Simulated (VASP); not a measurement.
Ga, 1 atom in the cell. It takes space group Pm-3m (No. 221, cubic). Conventional cell: a = 2.683 Å, b = 2.683 Å, c = 2.683 Å, α = 90.00°, β = 90.00°, γ = 90.00°. Ga (site symmetry m-3m) has 6 Ga at 2.68 Å within 3.5 Å. This isn't the form of Ga at room conditions, which is orthorhombic.

- Program: VASP 6.6.1
- Task: single point
- Functional: PBE
- Potentials or basis: VASP PAW PBE potentials, release 64 (Ga_d)
- Cutoff: 520 eV
- k mesh: 20 × 20 × 20
- Occupations: fermi-dirac, width 0.0612256 eV
- Spin: no spin polarisation
- Dipole correction: no
- Further INCAR settings: ALGO = Normal; EDIFF = 1e-06; NBANDS = 12

Potentials or basis: VASP PAW PBE potentials, release 64 (Ga_d).

Command:

```console
$ cat potpaw_PBE.64/Ga_d/POTCAR > POTCAR
$ mpirun -np 1 vasp_std > vasp.out
```

Hardware: 1 thread of Intel(R) Xeon(R) Platinum 8488C (Sapphire Rapids) (shared host).

Problem. How long does it take, and how much memory?

Solution. Wall time 27 s on 1 thread of Intel(R) Xeon(R) Platinum 8488C (Sapphire Rapids) (shared host), peak memory 0.17 GiB. Counts: scf iterations 10, k points 286.
